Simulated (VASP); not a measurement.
Input of a VASP 6.6.1 run:

Contents of INCAR:

```
  ALGO = Normal
  EDIFF = 1E-7
  ENCUT = 520
  ISIF = 2
  ISMEAR = 1
  LASPH = True
  LCHARG = True
  LELF = True
  LREAL = False
  LVHAR = True
  LWAVE = False
  NBANDS = 20
  NELM = 100
  PREC = Accurate
  SIGMA = 0.01
```

Contents of KPOINTS:

```
k-points
0
Gamma
  6 6 6
```

Contents of POSCAR:

```
CdF2
1.0
    0.0000000000      2.7294514339      2.7294514339
    2.7294514339      0.0000000000      2.7294514339
    2.7294514339      2.7294514339      0.0000000000
Cd F
1 2
Direct
    0.0000000000      0.0000000000      0.0000000000
    0.2500000000      0.2500000000      0.2500000000
    0.7500000000      0.7500000000      0.7500000000
```

Potentials or basis: VASP PAW LDA potentials, release 64 (Cd, F).

Command:

```bash
$ cat potpaw_LDA.64/Cd/POTCAR potpaw_LDA.64/F/POTCAR > POTCAR
$ mpirun -np 1 vasp_std > vasp.out
```

(1) Predict the band gap on the k mesh.

(2) Predict the pressure.

## Answers

(1) 2.68 eV, indirect (least direct gap 3.19 eV).

(2) -8.4 GPa.
